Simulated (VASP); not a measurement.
## TiSi2: single point with PBE

Crystal: TiSi2.

```
CELL_PARAMETERS angstrom
0.00000 3.45855 3.45855
3.45855 0.00000 3.45855
3.45855 3.45855 0.00000
ATOMIC_POSITIONS crystal
Ti 0.00000 0.00000 0.00000
Ti 0.25000 0.25000 0.25000
Si 0.62500 0.62500 0.62500
Si 0.12500 0.62500 0.62500
Si 0.62500 0.62500 0.12500
Si 0.62500 0.12500 0.62500
```

```yaml
Program: VASP 6.6.1
Task: single point
Functional: PBE
Potentials_or_basis: VASP PAW PBE potentials, release 64 (Ti_sv, Si)
Cutoff: 520 eV
k_mesh: 4 × 4 × 4
Occupations: gaussian, width 0.1 eV
Spin: no spin polarisation
```

* Pressure: 0.0 GPa
* Band gap on the k mesh: zero (bands 20 and 21 overlap by 1.37 eV)

Levels at points of the mesh, in eV from the Fermi level:
```
           k point  band 16  band 17  band 18  band 19  band 20  band 21  band 22  band 23  band 24  band 25
(0.00, 0.00, 0.00)    -5.58    -4.31    -4.31    -1.34     0.61     0.61     0.61     1.55     1.55     2.23
(0.50, 0.00, 0.00)    -2.09    -2.09    -1.82    -0.53    -0.06    -0.06     1.05     1.05     1.21     1.65
(0.50, 0.50, 0.00)    -1.85    -1.34    -1.34    -1.26    -1.26    -0.76    -0.76     1.67     1.67     2.47
```

Wall time 37 s on 1 thread of Intel Xeon 8259CL, with other jobs on the host, peak memory 0.2 GiB.

Caveat: the k points lie up to 0.39 Å⁻¹ apart, too coarse for converged energies and pressures of a metal.
